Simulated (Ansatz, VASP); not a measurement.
N: VASP beside Ansatz

```
N
1.0
     3.62900    0.00000    0.00000
    -1.81450    3.14281    0.00000
     0.00000    0.00000    5.89000
N
2
Direct
  0.28561 0.57121 0.25000
  0.66667 0.33333 0.75000
```

Alike in both runs: task single point; functional LDA; k mesh 12 × 12 × 6; occupations gaussian, width 0.05 eV; collinear spin.

|  | VASP | Ansatz |
| --- | --- | --- |
| version | VASP 6.6.1 | Ansatz 0.2.0 |
| potentials or method | VASP PAW LDA potentials, release 64 (N), cutoff 520 eV | scalar-relativistic, plane waves, PAW |
| valence electrons in the cell | 10 | 10 |

VASP gave:

* gap on the k mesh at the Fermi level (eV): 2.08
* least direct gap on the mesh (eV): 2.08
* pressure (GPa): -0.4
* net moment per atom (μB): 3.00
* size of the moment on the site where the two differ most (μB): 1.93

Question: Which values does Ansatz return?

Answer: gap on the k mesh at the Fermi level (eV): 2.21; least direct gap on the mesh (eV): 2.21; pressure (GPa): -0.3; net moment per atom (μB): 3.00; size of the moment on the site where the two differ most (μB): 2.88.

LDA's correlation is that of Perdew and Zunger in VASP and of Perdew and Wang (1992) in Ansatz. Site moments also hang on the region over which each program counts them.
